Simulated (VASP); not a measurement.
## FeGe: single point with PBEsol

FeGe:

```xyz
6
Lattice="5.0956 0.0000 0.0000 -2.5478 4.4129 0.0000 0.0000 0.0000 4.1965" Properties=species:S:1:pos:R:3 pbc="T T T"
Ge    2.5478    1.4710    2.0982
Ge    0.0000    2.9420    2.0982
Ge    0.0000    0.0000    0.0000
Fe   -1.2739    2.2065    0.0000
Fe    1.2739    2.2065    0.0000
Fe    2.5478    0.0000    0.0000
```

This cell differs from its parent crystal: volume scaled by 1.06.

```yaml
Program: VASP 6.6.1
Task: single point
Functional: PBEsol
Potentials_or_basis: VASP PAW PBE potentials, release 64 (Ge_d, Fe)
Cutoff: 520 eV
k_mesh: 6 × 6 × 7
Occupations: fermi-dirac, width 0.05 eV
Spin: collinear spin, ferromagnetic start
Starting_moments: "[0.0, 0.0, 0.0, 3.0, 3.0, 3.0] μB"
Dipole_correction: no
Further_INCAR_settings: ALGO = Normal; EDIFF = 1e-06; NBANDS = 46
```

```
Pressure                                              : -15.1 GPa
Net moment                                            : 4.80 μB per cell
Site moments                                          : Ge -0.07, -0.10; Fe +1.70 μB
Valence electrons inside the program's atomic spheres : Ge 12.29, 12.26; Fe 7.24
```

Stress tensor (GPa, compression positive):
```
-15.25   0.00   0.00
  0.00 -15.25   0.00
  0.00   0.00 -14.78
```

Levels at points of the mesh, in eV from the Fermi level:
Spin up:
```csv
k point,band 33,band 34,band 35,band 36,band 37,band 38,band 39,band 40
"(0.00, 0.00, 0.00)",-1.38,-1.38,-0.53,-0.07,0.94,0.94,2.58,2.77
"(0.50, 0.00, 0.00)",-1.38,0.20,0.29,0.67,1.20,1.27,2.62,3.19
```
Spin down:
```csv
k point,band 28,band 29,band 30,band 31,band 32,band 33,band 34,band 35
"(0.00, 0.00, 0.00)",-1.22,-1.22,0.32,0.32,0.44,0.58,0.58,0.89
"(0.50, 0.00, 0.00)",-1.37,-0.62,-0.26,-0.26,0.29,0.55,1.23,1.40
```

Run time: 3.2 min on 1 thread of Intel(R) Xeon(R) Platinum 8375C CPU @ 2.90GHz (Ice Lake), with other jobs on the host, peak memory 0.36 GiB.

Caveat: the PAW data sets were made with another functional, which shifts forces and pressure a little.
